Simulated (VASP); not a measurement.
Wanted: the native input for a VASP 6.6.1 run.

| Property | Result |
| --- | --- |
| Task | single point |
| Functional | PBE |
| Potentials or basis | VASP PAW PBE potentials, release 64 (Hf_pv, Sc_sv, S) |
| Cutoff | 520 eV |
| k mesh | 4 × 4 × 4 |
| Occupations | gaussian, width 0.1 eV |
| Spin | no spin polarisation |
| Dipole correction | no |
| Further INCAR settings | ALGO = Normal; EDIFF = 1e-06; NBANDS = 28 |

The structure of HfScS3 lies in POSCAR:

```
HfScS3
1.0
    4.9717285138      0.0000000000      0.0000000000
    0.0000000000      4.9717285138      0.0000000000
    0.0000000000      0.0000000000      5.1347022660
Hf Sc S
1 1 3
Direct
    0.5000000000      0.5000000000      0.3622651611
    0.0000000000      0.0000000000      0.3110848252
    0.5000000000      0.5000000000      0.9076581894
    0.0000000000      0.5000000000      0.4394959122
    0.5000000000      0.0000000000      0.4394959122
```

These files were run (other wordings do the same):

INCAR

```
PREC = Accurate ; ENCUT = 520
EDIFF = 1E-6 ; ISMEAR = 0
SIGMA = 0.1 ; LREAL = False
LASPH = True ; NELM = 60
ALGO = Normal ; ISIF = 2
LWAVE = False ; LCHARG = False
GGA = PE ; NBANDS = 28
```

KPOINTS

```
regular mesh
0
Gamma
  4 4 4
```

Potentials or basis: VASP PAW PBE potentials, release 64 (Hf_pv, Sc_sv, S).

The run is started by

```console
$ cat potpaw_PBE.64/Hf_pv/POTCAR potpaw_PBE.64/Sc_sv/POTCAR potpaw_PBE.64/S/POTCAR > POTCAR
$ mpirun -np 1 vasp_std > vasp.out
```

It gave:

```yaml
Pressure: -0.2 GPa
Largest_force: 0.034 eV/Å
```

Wall time 69 s on 1 thread of AMD EPYC 7R43 64-Core Processor (Zen 3), with other jobs on the host, peak memory 0.23 GiB.
